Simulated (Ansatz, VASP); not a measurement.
## Two plane-wave programs on Si3Ni

```xyz
4
Lattice="0.0000 2.9926 2.9926 2.9926 0.0000 2.9926 2.9926 2.9926 0.0000" Properties=species:S:1:pos:R:3 pbc="T T T"
Si    1.4963    1.4963    1.4963
Si    4.4889    4.4889    4.4889
Si    2.9926    2.9926    2.9926
Ni    0.0000    0.0000    0.0000
```

Alike in both runs: functional PBE; k mesh 6 × 6 × 6; occupations gaussian, width 0.1 eV; no spin polarisation.

Ansatz relaxed the structure, and its values are those at the end. VASP's run is a single point on that final structure, the one shown.

```csv
,VASP,Ansatz
version,VASP 6.6.1,Ansatz 0.2.0
potentials or method,"VASP PAW PBE potentials, release 64 (Si, Ni), cutoff 520 eV","scalar-relativistic, plane waves, PAW"
valence electrons in the cell,22,30
```

```csv
,VASP,Ansatz,Ansatz less VASP
gap on the k mesh at the Fermi level (eV),none,none,-
pressure (GPa),0.4,0.4,-0.02
```

A gap of «none» marks a metal or a gap that the smearing closes. VASP's potentials hold 22 valence electrons a cell and Ansatz's 30, so a difference there can come from the potentials and not from the codes.
